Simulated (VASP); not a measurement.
A run of VASP 6.6.1:

POSCAR

```
TiB
1.0
    6.2981966473      0.0000000000      0.0000000000
    0.0000000000      3.1325855075      0.0000000000
    0.0000000000      0.0000000000      4.7249319309
Ti B
4 4
Direct
    0.1787464703      0.2500000000      0.1255455366
    0.8212535297      0.7500000000      0.8744544634
    0.3212535297      0.7500000000      0.6255455366
    0.6787464703      0.2500000000      0.3744544634
    0.0288866913      0.2500000000      0.5951725067
    0.9711133087      0.7500000000      0.4048274933
    0.4711133087      0.7500000000      0.0951725067
    0.5288866913      0.2500000000      0.9048274933
```

INCAR.step1

```
PREC = Accurate
ENCUT = 520
ISMEAR = 0
SIGMA = 0.1
LREAL = F
LASPH = T
NELM = 80
NBANDS = 40
GGA = PE
ALGO = Normal
EDIFF = 1E-4
LWAVE = T
LCHARG = F
```

File INCAR.step2:

```
PREC = Accurate
ENCUT = 520
EDIFF = 1E-6
ISMEAR = 0
SIGMA = 0.1
LREAL = F
LASPH = T
NELM = 80
ALGO = Normal
ISIF = 2
LWAVE = F
LCHARG = T
METAGGA = R2SCAN
LMIXTAU = T
LELF = T
LVHAR = T
NBANDS = 40
ISTART = 1
```

Contents of KPOINTS:

```
Automatic mesh
0
Gamma
  6 12 8
```

Potentials or basis: VASP PAW PBE potentials, release 64 (Ti_sv, B).

Launch:

```sh
$ cat potpaw_PBE.64/Ti_sv/POTCAR potpaw_PBE.64/B/POTCAR > POTCAR
$ cp INCAR.step1 INCAR
$ mpirun -np 1 vasp_std > vasp.out
$ cp INCAR.step2 INCAR
$ mpirun -np 1 vasp_std > vasp.out
```

Hardware: 1 thread of Oxide Virtual Turin-like Processor, on a shared host.

How long does it take, and how much memory?

Wall time 34 min on 1 thread of Oxide Virtual Turin-like Processor (shared host), peak memory 0.45 GiB. Counts: k points 140.
